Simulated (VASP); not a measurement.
Here is a VASP 6.6.1 calculation.

Contents of INCAR:

```
SYSTEM = Si3H10C3
PREC = Accurate
ENCUT = 520
EDIFF = 1E-7
ISMEAR = 0
SIGMA = 0.05
LREAL = Auto
LASPH = .True.
NELM = 100
ALGO = Normal
ISIF = 2
LWAVE = .False.
LCHARG = .False.
GGA = PE
NBANDS = 31
```

The input KPOINTS:

```
regular mesh
0
Gamma
  1 1 7
  0 0 0
```

The input POSCAR:

```
Si3H10C3
1.0
   13.0000000000      0.0000000000      0.0000000000
    0.0000000000     14.1000000000      0.0000000000
    0.0000000000      0.0000000000      5.0740210508
Si C H
3 3 10
Direct
    0.5594570491      0.4932636497      0.0045635118
    0.4405429509      0.4299646337      0.5045635118
    0.5594570491      0.6198616818      0.5045635118
    0.5594570491      0.4932636497      0.3804364882
    0.4405429509      0.4299646337      0.8804364882
    0.5594570491      0.6198616818      0.8804364882
    0.6530612116      0.4434373342      0.9068559544
    0.4405429509      0.3303120026      0.4068559544
    0.3469387884      0.4797909492      0.4068559544
    0.4658528867      0.6696879974      0.4068559544
    0.6530612116      0.6696879974      0.4068559544
    0.6279325774      0.4568135263      0.4519138288
    0.4405429509      0.3570643868      0.9519138288
    0.3720674226      0.4664147571      0.9519138288
    0.4909815209      0.6563118053      0.9519138288
    0.6279325774      0.6563118053      0.9519138288
```

Potentials or basis: VASP PAW PBE potentials, release 64 (Si, C, H).

Run with:

```console
$ cat potpaw_PBE.64/Si/POTCAR potpaw_PBE.64/C/POTCAR potpaw_PBE.64/H/POTCAR > POTCAR
$ mpirun -np 1 vasp_std > vasp.out
```

Problem. Estimate the band gap on the k mesh.

Solution. 5.27 eV, direct.

Problem. Predict the largest force.

Solution. 1.006 eV/Å.

Forces on the atoms (eV/Å):
```
Si  -0.411  0.237  0.528
Si   0.393 -0.004  0.534
Si   0.197 -0.337  0.535
C   -0.641  0.370 -0.588
C    0.568  0.257 -0.790
C    0.053 -0.616 -0.791
H    0.117 -0.067  0.008
H   -0.083 -0.107 -0.006
H   -0.069  0.027 -0.028
H   -0.057  0.046 -0.028
H    0.051  0.126 -0.006
H    0.264 -0.153  0.146
H   -0.113 -0.238  0.107
H   -0.250  0.049  0.135
H   -0.167  0.193  0.135
H    0.150  0.217  0.107
```
